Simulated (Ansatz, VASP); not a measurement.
GaP in VASP and in Ansatz

POSCAR

```
GaP
1.0
    0.0000000000      2.7432985392      2.7432985392
    2.7432985392      0.0000000000      2.7432985392
    2.7432985392      2.7432985392      0.0000000000
Ga P
1 1
Direct
    0.0000000000      0.0000000000      0.0000000000
    0.7500000000      0.7500000000      0.7500000000
```

File INCAR.step1:

```
SYSTEM = GaP
PREC     = Accurate       ! precision mode
ENCUT    = 520            ! plane-wave cutoff, eV
ISMEAR   = -1             ! smearing method
SIGMA    = 0.05           ! smearing width, eV
LREAL    = .False.        ! projectors in reciprocal space
LASPH    = .True.         ! aspherical terms in the spheres
NELM     = 80             ! most SCF steps
NBANDS   = 16             ! bands
GGA      = PE             ! functional
ALGO     = Normal         ! electronic algorithm
EDIFF    = 1E-4           ! SCF threshold, eV
LWAVE    = .True.         ! write WAVECAR
LCHARG   = .False.        ! write CHGCAR
```

INCAR.step2

```
SYSTEM = GaP
PREC     = Accurate       ! precision mode
ENCUT    = 520            ! plane-wave cutoff, eV
EDIFF    = 1E-7           ! SCF threshold, eV
ISMEAR   = -1             ! smearing method
SIGMA    = 0.05           ! smearing width, eV
LREAL    = .False.        ! projectors in reciprocal space
LASPH    = .True.         ! aspherical terms in the spheres
NELM     = 80             ! most SCF steps
ALGO     = Normal         ! electronic algorithm
ISIF     = 2              ! what is computed and relaxed
LWAVE    = .False.        ! write WAVECAR
LCHARG   = .False.        ! write CHGCAR
METAGGA  = R2SCAN         ! meta-GGA
LMIXTAU  = .True.       
IVDW     = 13             ! dispersion correction
VDW_S6   = 1.0          
VDW_S8   = 0.6018749    
VDW_A1   = 0.51559235   
VDW_A2   = 5.77342911   
NBANDS   = 16             ! bands
ISTART   = 1
```

Contents of KPOINTS:

```
Automatic mesh
0
Gamma
  8 8 8
  0 0 0
```

The input input.yaml:

```yaml
crystal:
  lattice:
    - [0.0, 2.7432985392, 2.7432985392]
    - [2.7432985392, 0.0, 2.7432985392]
    - [2.7432985392, 2.7432985392, 0.0]
  atoms:
    - { symbol: Ga, position: [0.0, 0.0, 0.0] }
    - { symbol: P, position: [0.75, 0.75, 0.75] }
hamiltonian:
  xc: r2scan
  pseudopotentials: { kind: paw }
  dispersion: d4
kpoints:
  mp_grid: { grid: [8, 8, 8] }
scf:
  occupations: { method: fermi_dirac, width: 0.05 }
output:
  forces: true
  stress: true
  eigenvalues: true
```

Alike in both runs: task single point; functional r2SCAN; dispersion D4; k mesh 8 × 8 × 8; occupations fermi-dirac, width 0.05 eV; no spin polarisation.

|  | VASP | Ansatz |
| --- | --- | --- |
| version | VASP 6.6.1 | Ansatz 0.2.0 |
| potentials or method | VASP PAW PBE potentials, release 64 (Ga_d, P) | Ansatz PAW |
| plane-wave cutoff (eV) | 520 | 500 |
| valence electrons in the cell | 18 | 18 |

```csv
,VASP,Ansatz,Ansatz less VASP
gap on the k mesh at the Fermi level (eV),1.93,1.92,-0.008
least direct gap on the mesh (eV),2.17,2.19,+0.020
pressure (GPa),-2.7,-2.6,+0.06
```

VASP's potentials were made for PBE, not for r2SCAN.
